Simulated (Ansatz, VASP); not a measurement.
## One calculation of Ca, two programs

```xyz
1
Lattice="-2.2131 2.2131 2.2131 2.2131 -2.2131 2.2131 2.2131 2.2131 -2.2131" Properties=species:S:1:pos:R:3 pbc="T T T"
Ca    0.0000    0.0000    0.0000
```

Alike in both runs: functional r2SCAN; k mesh 18 × 18 × 18; occupations gaussian, width 0.1 eV; no spin polarisation.

Ansatz relaxed the structure, and its values are those at the end. VASP's run is a single point on that final structure, the one shown.

```csv
,VASP,Ansatz
version,VASP 6.6.1,Ansatz 0.2.0
potentials or method,"VASP PAW PBE potentials, release 64 (Ca_sv), cutoff 520 eV","scalar-relativistic, plane waves, PAW"
valence electrons in the cell,10,10
```

```csv
,VASP,Ansatz,Ansatz less VASP
gap on the k mesh at the Fermi level (eV),none,none,-
pressure (GPa),0.0,0.0,-0.06
```

VASP's potentials were made for PBE, not for r2SCAN. A gap of «none» marks a metal or a gap that the smearing closes. With one functional, cell and mesh, what is left measures potentials, basis and numerics.
